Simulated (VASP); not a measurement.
# As (I4_1/amd) in VASP: a series of runs, part 2 of 2

VASP 6.6.1. Earlier steps stand in the parts before.

## (3) Relaxation of cell and atoms, PBE, target pressure -1.5 GPa, at which the enthalpy is minimised

This run uses another cell than the first one, of 20.35 Å³/atom.

Contents of INCAR:

```
PREC = Accurate
ENCUT = 600
EDIFF = 1E-6
ISMEAR = -1
SIGMA = 0.1
LREAL = F
LASPH = T
NELM = 80
ALGO = Normal
ISIF = 3
LWAVE = F
LCHARG = F
GGA = PE
IBRION = 2
NSW = 60
EDIFFG = -0.005
PSTRESS = -15.0
```

Contents of KPOINTS:

```
regular mesh
0
Gamma
  15 15 15
```

Contents of POSCAR:

```
As
1.0
   -2.6448786588      2.6448786588      1.4546832623
    2.6448786588     -2.6448786588      1.4546832623
    2.6448786588      2.6448786588     -1.4546832623
As
2
Direct
   -0.3750000000     -0.1250000000     -0.2500000000
    0.3750000000      0.1250000000      0.2500000000
```

Potentials or basis: VASP PAW PBE potentials, release 64 (As).

Run with:

```
> cat potpaw_PBE.64/As/POTCAR > POTCAR
> mpirun -np 1 vasp_std > vasp.out
```

OUTCAR:

```text
PREC = Accurate
   ENCUT = 600
   EDIFF = 1E-6
   ISMEAR = -1
   LREAL = F
   LASPH = T
   NELM = 80
   ISIF = 3
   GGA = PE
   IBRION = 2
   NSW = 60
   EDIFFG = -0.005
   PSTRESS = -15.0

 ion  position               nearest neighbor table
   1  0.625  0.875  0.750-   2 2.74   2 2.74   2 2.74   2 2.74
   2  0.375  0.125  0.250-   1 2.74   1 2.74   1 2.74   1 2.74

  LATTYP: Found a body centered tetragonal cell.
 ALAT       =     5.2897573176
 C/A-ratio  =     0.5500000000

  Lattice vectors:

 A1 = (  -2.6448786588,   2.6448786588,   1.4546832623)
 A2 = (   2.6448786588,  -2.6448786588,   1.4546832623)
 A3 = (   2.6448786588,   2.6448786588,  -1.4546832623)
[... 449 lines left out ...]
  ext. energy  EPLUGINS =         0.00000000
  ---------------------------------------------------
  free energy    TOTEN  =        -8.89874078 eV

  energy without entropy =       -8.86964917  energy(sigma->0) =       -8.88419498

 E-fermi :   5.5457     XC(G=0): -10.2964

 val. band max:        5.5441795272   @ k =  -0.2667  -0.4000   0.2000
 cond. band min:       5.5573636295   @ k =  -0.2000   0.4667   0.0667
 fundamental gap:      0.0131841023
 Fermi energy:         5.5457463847

 k-point     1 :       0.0000    0.0000    0.0000
  band No.  band energies     occupation
      1      -9.0101      2.00000
      2      -2.7253      2.00000
      3       1.7080      2.00000
      4       1.7080      2.00000
      5       8.3510      0.00000
      6       9.5778      0.00000
      7       9.5778      0.00000
      8      10.4484      0.00000
      9      10.5771      0.00000
[... 265 lines left out ...]
 k-point    24 :       0.2000    0.1333    0.0000
  band No.  band energies     occupation
      1      -6.9482      2.00000
      2      -2.2119      2.00000
      3       2.5380      2.00000
      4       3.2206      2.00000
      5       3.5204      2.00000
      6       4.2157      2.00000
      7       8.2217      0.00000
      8       8.2464      0.00000
      9      11.2871      0.00000

 [... further k-points ...]
[... 5 lines left out ...]
  --------------------------------------------------------------------------------------
  -------------------------------------------------------------------------------------
  Total       -0.3855984     -0.3855984     -0.3910044      0.0000000     -0.0000000      0.0000000
  in kB      -14.9081567    -14.9081567    -15.1171626      0.0000000     -0.0000000      0.0000000
  external PRESSURE =       0.0221747 kB  Pullay stress =     -15.0000000 kB
[... 21 lines left out ...]
  energy  without entropy=       -8.8696491748  energy(sigma->0) =       -8.88419498

  enthalpy is  TOTEN    =        -9.2867147305 eV   P V=       -0.3879739537

 reached required accuracy - stopping structural energy minimisation
```

OSZICAR:

```text
N       E                     dE             d eps       ncg     rms          rms(c)
DAV:   1     0.283813277295E+02    0.28381E+02   -0.46077E+03  5184   0.104E+03
[... 48 lines left out ...]
DAV:   4    -0.889947686916E+01    0.24958E-06   -0.25674E-06  5241   0.147E-02
   7 F= -.92866733E+01 E0= -.92721674E+01  d E =-.140125E-03
       N       E                     dE             d eps       ncg     rms          rms(c)
DAV:   1    -0.889880406439E+01    0.67305E-03   -0.21169E-03  5627   0.279E-01    0.370E-02
DAV:   2    -0.889876170509E+01    0.42359E-04   -0.42542E-05  5341   0.495E-02    0.204E-02
DAV:   3    -0.889874064983E+01    0.21055E-04   -0.45596E-05  5622   0.399E-02    0.428E-03
DAV:   4    -0.889874077679E+01   -0.12696E-06   -0.25940E-07  2787   0.477E-03
   8 F= -.92867147E+01 E0= -.92721689E+01  d E =-.181561E-03
```

It took 8.9 min on 1 thread of Intel Xeon 8259CL, shared host; peak memory 0.28 GiB.

Results:

```yaml
Free_energy: -8.8987 eV
Relaxed_volume: 20.72 Å³/atom
Relaxed_cell: a = 4.072 Å, b = 4.072 Å, c = 4.072 Å, α = 97.02°, β = 97.02°, γ = 139.06°
Space_group_after_relaxing_to_0.1_Å: I4_1/amd (No. 141)
Energy_change_on_relaxing_the_run_minimises_the_enthalpy: -3.8 meV/atom
Ionic_steps: 8
Pressure_after_relaxing: -1.5 GPa
Band_gap_on_the_k_mesh: zero (bands 5 and 6 overlap by 6.41 eV)
```

Step by step:
```csv
step,energy change (eV),largest force (eV/Å),pressure (GPa),volume (Å³)
1,0.0000,0.0000,0.05,40.70
2,0.0017,0.0000,-2.12,41.88
3,0.0019,0.0000,-2.16,41.90
4,-0.0039,0.0000,-1.95,41.73
5,-0.0057,0.0000,-1.82,41.63
6,-0.0058,0.0000,-1.80,41.62
7,-0.0084,0.0000,-1.35,41.36
8,-0.0077,0.0000,-1.50,41.44
```

Final structure:
```
As
1.0
    -2.69745    2.69745    1.42382
     2.69745   -2.69745    1.42382
     2.69745    2.69745   -1.42382
As
2
Direct
  0.62500 0.87500 0.75000
  0.37500 0.12500 0.25000
```

Caveat: the cell is relaxed towards a set pressure, so the run minimises the enthalpy, not the energy.

## (4) Relaxation of cell and atoms, PBE, target pressure -1.5 GPa, at which the enthalpy is minimised

Contents of INCAR:

```
PREC = Accurate
ENCUT = 600
EDIFF = 1E-7
ISMEAR = -1
SIGMA = 0.1
LREAL = False
LASPH = True
NELM = 100
ALGO = Normal
ISIF = 3
LWAVE = False
LCHARG = False
GGA = PE
IBRION = 2
NSW = 32
EDIFFG = -0.005
PSTRESS = -15.0
```

Contents of KPOINTS:

```
Automatic mesh
0
Gamma
  15 15 15
```

Contents of POSCAR:

```
As
1.0
   -2.6961929484      2.6961929484      1.4231796789
    2.6961929484     -2.6961929484      1.4231796789
    2.6961929484      2.6961929484     -1.4231796789
As
2
Direct
   -0.3750000000     -0.1250000000     -0.2500000000
    0.3750000000      0.1250000000      0.2500000000
```

Run with:

```
> cat potpaw_PBE.64/As/POTCAR > POTCAR
> mpirun -np 1 vasp_std > vasp.out
```

Run time: 6.1 min. Hardware: 1 thread of Intel Xeon 8259CL, shared host; peak memory 0.3 GiB.

It converged, with:

```yaml
Free_energy: -8.8988 eV
Relaxed_volume: 20.72 Å³/atom
Relaxed_cell: a = 4.072 Å, b = 4.072 Å, c = 4.072 Å, α = 97.02°, β = 97.02°, γ = 139.07°
Space_group_after_relaxing_to_0.1_Å: I4_1/amd (No. 141)
Energy_change_on_relaxing_the_run_minimises_the_enthalpy: +0.2 meV/atom
Ionic_steps: 3
Pressure_after_relaxing: -1.5 GPa
Band_gap_on_the_k_mesh: zero (bands 5 and 6 overlap by 6.41 eV)
```

Step by step:
| step | energy change (eV) | largest force (eV/Å) | pressure (GPa) | volume (Å³) |
| --- | --- | --- | --- | --- |
| 1 | 0.0000 | 0.0000 | -1.40 | 41.38 |
| 2 | 0.0007 | 0.0000 | -1.54 | 41.46 |
| 3 | 0.0005 | 0.0000 | -1.49 | 41.44 |

Final structure:
```
CELL_PARAMETERS angstrom
-2.69749 2.69749 1.42369
2.69749 -2.69749 1.42369
2.69749 2.69749 -1.42369
ATOMIC_POSITIONS crystal
As 0.62500 0.87500 0.75000
As 0.37500 0.12500 0.25000
```

Levels at points of the mesh, in eV from the Fermi level:
```tsv
k point	band 3	band 4	band 5	band 6	band 7	band 8
(0.00, 0.00, 0.00)	-3.84	-3.84	2.80	4.03	4.03	4.90
```

Caveat: the cell is relaxed towards a set pressure, so the run minimises the enthalpy, not the energy.

## (5) The runs side by side

| task | cell | cutoff (eV) | gap on the mesh (eV) | pressure (GPa) |
| --- | --- | --- | --- | --- |
| single point | a = 4.070 Å, angles 97.0, 97.0, 139.1°, 2 atoms | 520 | none | -1.4 |
| relaxation of cell and atoms | relaxed to -1.5 GPa from a = 4.013 Å, angles 97.5, 97.5, 137.5°, 2 atoms | 600 | none | -1.5 |
| relaxation of cell and atoms | relaxed to -1.5 GPa from a = 4.070 Å, angles 97.0, 97.0, 139.1°, 2 atoms | 600 | none | -1.5 |

Alike in all rows: level PBE; potentials or basis VASP PAW PBE potentials, release 64 (As); no spin polarisation; k mesh 15 × 15 × 15; smearing fermi-dirac 0.1 eV.

Caveats: the cell is relaxed towards a set pressure, so the run minimises the enthalpy, not the energy (at least some runs).

Total energies depend on the potentials used, so only differences within one code and one set of settings carry meaning.
